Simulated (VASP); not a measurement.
# B (Pm-3m) in VASP: further runs

Aim: see how the results for B move with the level of theory and the settings. Levels: B3LYP, HSE06, PBE0. Tasks: single point, relaxation of cell and atoms.

Everything below comes from runs of VASP 6.6.1. Logs are shortened: lines on timing, memory, paths and dates and some standing lists are left out, and cuts for length are marked.

## (1) The cell of the first run

The structure is cubic, space group Pm-3m (No. 221). The conventional cell has a = 1.888 Å, b = 1.888 Å, c = 1.888 Å, α = 90.00°, β = 90.00°, γ = 90.00°. Within 2.5 Å of B (site symmetry m-3m) lie 6 B at 1.89 Å.

This isn't the form of B at room conditions, which is rhombohedral.

## (2) Single point, B3LYP

POSCAR

```
B
1.0
    1.8884628674      0.0000000000      0.0000000000
    0.0000000000      1.8884628674      0.0000000000
    0.0000000000      0.0000000000      1.8884628674
B
1
Direct
    0.5000000000      0.5000000000      0.5000000000
```

INCAR.step1

```
SYSTEM = B
  ALGO = Normal
  EDIFF = 1E-5
  ENCUT = 520
  GGA = PE
  ISIF = 2
  ISMEAR = -1
  LASPH = .TRUE.
  LREAL = .FALSE.
  LWAVE = .TRUE.
  NBANDS = 8
  NELM = 80
  PREC = Accurate
  SIGMA = 0.05
```

INCAR.step2

```
SYSTEM = B
  AEXX = 0.2
  AGGAC = 0.81
  AGGAX = 0.72
  ALDAC = 0.19
  ALGO = Normal
  EDIFF = 1E-7
  ENCUT = 520
  GGA = B3
  ISIF = 2
  ISMEAR = -1
  ISTART = 1
  LASPH = .TRUE.
  LCHARG = .TRUE.
  LELF = .TRUE.
  LHFCALC = .TRUE.
  LREAL = .FALSE.
  LVHAR = .TRUE.
  LWAVE = .FALSE.
  NBANDS = 8
  NELM = 80
  PREC = Accurate
  PRECFOCK = Normal
  SIGMA = 0.05
```

KPOINTS

```
k-points
0
G
  7 7 7
  0 0 0
```

Potentials or basis: VASP PAW PBE potentials, release 64 (B).

Command:

```bash
$ cat potpaw_PBE.64/B/POTCAR > POTCAR
$ cp INCAR.step1 INCAR
$ mpirun -np 1 vasp_std > vasp.out
$ cp INCAR.step2 INCAR
$ mpirun -np 1 vasp_std > vasp.out
```

OUTCAR:

```text
SYSTEM = B
   AEXX = 0.2
   EDIFF = 1E-7
   ENCUT = 520
   GGA = B3
   ISIF = 2
   ISMEAR = -1
   ISTART = 1
   LASPH = .TRUE.
   LHFCALC = .TRUE.
   LREAL = .FALSE.
   NELM = 80
   PREC = Accurate
   PRECFOCK = Normal

 ion  position               nearest neighbor table
   1  0.500  0.500  0.500-

  LATTYP: Found a simple cubic cell.
 ALAT       =     1.8884628674

  Lattice vectors:

 A1 = (   1.8884628674,   0.0000000000,   0.0000000000)
 A2 = (   0.0000000000,   1.8884628674,   0.0000000000)
 A3 = (   0.0000000000,   0.0000000000,   1.8884628674)

Analysis of symmetry for initial positions (statically):
=====================================================================
 Subroutine PRICEL returns:
 Original cell was already a primitive cell.

 Routine SETGRP: Setting up the symmetry group for a
 simple cubic supercell.

 Subroutine GETGRP returns: Found 48 space group operations
 (whereof 48 operations were pure point group operations)
 out of a pool of 48 trial point group operations.

The static configuration has the point symmetry O_h .

Analysis of symmetry for dynamics (positions and initial velocities):
=====================================================================
 Subroutine PRICEL returns:
 Original cell was already a primitive cell.

 Routine SETGRP: Setting up the symmetry group for a
 simple cubic supercell.

 Subroutine GETGRP returns: Found 48 space group operations
 (whereof 48 operations were pure point group operations)
 out of a pool of 48 trial point group operations.

The dynamic configuration has the point symmetry O_h .

 Subroutine INISYM returns: Found 48 space group operations
 (whereof 48 operations are pure point group operations),
 and found     1 'primitive' translations

----------------------------------------------------------------------------------------

                                     Primitive cell

  volume of cell :       6.7348

  direct lattice vectors                    reciprocal lattice vectors
     1.888462867  0.000000000  0.000000000     0.529531196  0.000000000  0.000000000
     0.000000000  1.888462867  0.000000000     0.000000000  0.529531196  0.000000000
     0.000000000  0.000000000  1.888462867     0.000000000  0.000000000  0.529531196

  length of vectors
     1.888462867  1.888462867  1.888462867     0.529531196  0.529531196  0.529531196

[... 82 lines left out ...]
   TEBEG  =    0.0;   TEEND  =   0.0 temperature during run
   PSTRESS=    0.0 pullay stress
   NELECT =       3.0000    total number of electrons
   NUPDOWN=      -1.0000    fix difference up-down
   EMIN   =  10.00;   EMAX   =-10.00  energy-range for DOS
   EFERMI =   0.00;   METHOD = LEGACY
   ISMEAR =    -1;   SIGMA  =   0.05  broadening in eV -4-tet -1-fermi 0-gaus
   EFERMI_NEDOS =   21; number of points for ismear=-14 and -15
   IALGO  =     38    algorithm
   IMIX   =      1    mixing-type and parameters
     AMIX     =   0.40;   BMIX     =  1.00
     AMIX_MAG =   1.60;   BMIX_MAG =  1.00
  volume/ion in A,a.u.               =       6.73        45.45
  Fermi-wavevector in a.u.,A,eV,Ry     =   1.250279  2.362684 21.268581  1.563197
  Thomas-Fermi vector in A             =   2.384280
   LORBIT       =      0    0 simple, 1 ext, 2 COOP (PROOUT), +10 PAW based schemes
   GGA     = B3    functional components
   LHFCALC =     T    Hartree Fock is set to
   PRECFOCK=normal    Normal, Fast or Accurate (Low or Medium for compatibility)
   ENCUT4O =  -1.0   cutoff for four orbital integrals eV
   NKREDX  =     1    reduce k-point grid by
   NKREDY  =     1    reduce k-point grid by
   NKREDZ  =     1    reduce k-point grid by
   AEXX    =    0.2000 exact exchange contribution
   HFSCREEN=    0.0000 screening length (either q_TF or 0.3 A-1)
   HFSCREENC=   0.0000 screening length for correlation (either q_TF or 0.3 A-1)
   ENCUTFOCK=  -1.0 apply spherical cutoff to Coloumb kernel
   IVDW    =     0    specifies the selected vdW correction
   LEPSILON=     F    determine dielectric tensor
   LRPA    =     F    only Hartree local field effects (RPA)
 non-spin polarized calculation
  energy-cutoff  :      520.00
  volume of cell :        6.73
 maximum number of plane-waves:       189
 NGX is ok and might be reduce to    14
  NGX = 12; NGY = 12; NGZ = 12

 number of electron       3.0000000 magnetization

 Free energy of the ion-electron system (eV)
  ---------------------------------------------------
  ext. energy  EPLUGINS =         0.00000000
  ---------------------------------------------------
  free energy    TOTEN  =        -5.76519376 eV

  energy without entropy =       -5.76110686  energy(sigma->0) =       -5.76315031

 E-fermi :   6.8822     XC(G=0):  -9.7672

 val. band max:        6.8326686950   @ k =   0.4286   0.2857   0.2857
 cond. band min:       8.5279992322   @ k =   0.4286   0.4286   0.2857
 fundamental gap:      1.6953305372
 Fermi energy:         6.8821886301

 k-point     1 :       0.0000    0.0000    0.0000
  band No.  band energies     occupation
      1     -10.4674      2.00000
      2      22.0149      0.00000
      3      22.0149      0.00000
      4      22.0149      0.00000
      5      32.6154      0.00000
      6      32.6154      0.00000
      7      42.0183      0.00000
      8      62.1982      0.00000
[... 199 lines left out ...]
 k-point    20 :       0.4286    0.4286    0.4286
  band No.  band energies     occupation
      1      10.5574      0.00000
      2      12.6885      0.00000
      3      12.6885      0.00000
      4      24.9777      0.00000
      5      27.3898      0.00000
      6      27.3898      0.00000
      7      27.5624      0.00000
      8      35.4441      0.00000

------------------------ aborting loop because EDIFF is reached ----------------------------------------

  FORCE on cell =-STRESS in cart. coord.  units (eV):
  Direction    XX          YY          ZZ          XY          YZ          ZX
  --------------------------------------------------------------------------------------
  -------------------------------------------------------------------------------------
  Total        0.0024299      0.0024299      0.0024299     -0.0000000     -0.0000000      0.0000000
  in kB        0.5780544      0.5780544      0.5780544     -0.0000000     -0.0000000      0.0000000
  external PRESSURE =       0.5780544 kB  Pullay stress =       0.0000000 kB

 VOLUME and BASIS-vectors are now :
 -----------------------------------------------------------------------------
  energy-cutoff  :      520.00
  volume of cell :        6.73
      direct lattice vectors                 reciprocal lattice vectors
     1.888462867  0.000000000  0.000000000     0.529531196  0.000000000  0.000000000
     0.000000000  1.888462867  0.000000000     0.000000000  0.529531196  0.000000000
     0.000000000  0.000000000  1.888462867     0.000000000  0.000000000  0.529531196

 POSITION                                       TOTAL-FORCE (eV/Angst)
 -----------------------------------------------------------------------------------
      0.94423      0.94423      0.94423         0.000000      0.000000      0.000000
 -----------------------------------------------------------------------------------
    total drift:                               -0.000000      0.000000      0.000000

  FREE ENERGIE OF THE ION-ELECTRON SYSTEM (eV)
  ---------------------------------------------------
  free  energy   TOTEN  =        -5.7651937634 eV

  energy  without entropy=       -5.7611068647  energy(sigma->0) =       -5.76315031
```

OUTCAR.step1:

```text
SYSTEM = B
   EDIFF = 1E-5
   ENCUT = 520
   GGA = PE
   ISIF = 2
   ISMEAR = -1
   LASPH = .TRUE.
[... 428 lines left out ...]

 POSITION                                       TOTAL-FORCE (eV/Angst)
 -----------------------------------------------------------------------------------
      0.94423      0.94423      0.94423         0.000000      0.000000      0.000000
 -----------------------------------------------------------------------------------
    total drift:                                0.000000      0.000000     -0.000000

  FREE ENERGIE OF THE ION-ELECTRON SYSTEM (eV)
  ---------------------------------------------------
  free  energy   TOTEN  =        -5.7101884607 eV

  energy  without entropy=       -5.7061015451  energy(sigma->0) =       -5.70814500
```

Run time: 50 s. Hardware: 1 thread of Intel Xeon 8259CL, shared host; peak memory 0.11 GiB.

What came out:

```yaml
Free_energy: -5.7652 eV
Pressure: 0.1 GPa
Band_gap_on_the_k_mesh: zero (an odd number of electrons rules out a gap without spin polarisation)
```

Levels at points of the mesh, in eV from the Fermi level:
| k point | band 1 | band 2 | band 3 | band 4 | band 5 | band 6 |
| --- | --- | --- | --- | --- | --- | --- |
| (0.00, 0.00, 0.00) | -17.35 | 15.13 | 15.13 | 15.13 | 25.73 | 25.73 |

Caveat: the k points lie up to 0.48 Å⁻¹ apart, too coarse for converged energies and pressures of a metal; the PAW data sets were made with another functional, which shifts forces and pressure a little.

## (3) Single point, HSE06

This run uses another cell than the first one, of 6.70 Å³/atom.

POSCAR

```
B
1.0
    1.8852400000      0.0000000000      0.0000000000
    0.0000000000      1.8852400000      0.0000000000
    0.0000000000      0.0000000000      1.8852400000
B
1
Direct
    0.5000000000      0.5000000000      0.5000000000
```

INCAR.step1

```
SYSTEM = B
ALGO     = Normal         ! electronic algorithm
EDIFF    = 1E-5           ! SCF threshold, eV
ENCUT    = 520            ! plane-wave cutoff, eV
GGA      = PE             ! functional
ISIF     = 2              ! what is computed and relaxed
ISMEAR   = -1             ! smearing method
LASPH    = .TRUE.         ! aspherical terms in the spheres
LCHARG   = .FALSE.        ! write CHGCAR
LREAL    = .FALSE.        ! projectors in reciprocal space
LWAVE    = .TRUE.         ! write WAVECAR
NBANDS   = 8              ! bands
NELM     = 80             ! most SCF steps
PREC     = Accurate       ! precision mode
SIGMA    = 0.05           ! smearing width, eV
```

INCAR.step2

```
SYSTEM = B
ALGO     = Normal         ! electronic algorithm
EDIFF    = 1E-6           ! SCF threshold, eV
ENCUT    = 520            ! plane-wave cutoff, eV
GGA      = PE             ! functional
HFSCREEN = 0.2079         ! screening, 1/A
ISIF     = 2              ! what is computed and relaxed
ISMEAR   = -1             ! smearing method
ISTART   = 1            
LASPH    = .TRUE.         ! aspherical terms in the spheres
LCHARG   = .FALSE.        ! write CHGCAR
LHFCALC  = .TRUE.         ! exact exchange
LREAL    = .FALSE.        ! projectors in reciprocal space
LWAVE    = .FALSE.        ! write WAVECAR
NBANDS   = 8              ! bands
NELM     = 80             ! most SCF steps
PREC     = Accurate       ! precision mode
PRECFOCK = Normal       
SIGMA    = 0.05           ! smearing width, eV
```

KPOINTS is that of step 2.

Potentials or basis: VASP PAW PBE potentials, release 64 (B).

Command:

```bash
$ cat potpaw_PBE.64/B/POTCAR > POTCAR
$ cp INCAR.step1 INCAR
$ mpirun -np 1 vasp_std > vasp.out
$ cp INCAR.step2 INCAR
$ mpirun -np 1 vasp_std > vasp.out
```

It took 52 s on 1 thread of Intel Xeon 8259CL, shared host; peak memory 0.2 GiB.

It converged, with:

- Free energy: -6.2653 eV
- Pressure: -4.5 GPa
- Band gap on the k mesh: zero (an odd number of electrons rules out a gap without spin polarisation)

Levels at points of the mesh, in eV from the Fermi level:
```csv
k point,band 1,band 2,band 3,band 4
"(0.00, 0.00, 0.00)",-17.81,15.22,15.22,15.22
```

Caveat: the k points lie up to 0.48 Å⁻¹ apart, too coarse for converged energies and pressures of a metal; the PAW data sets were made with another functional, which shifts forces and pressure a little.

(Continued in part 2 of 2.)
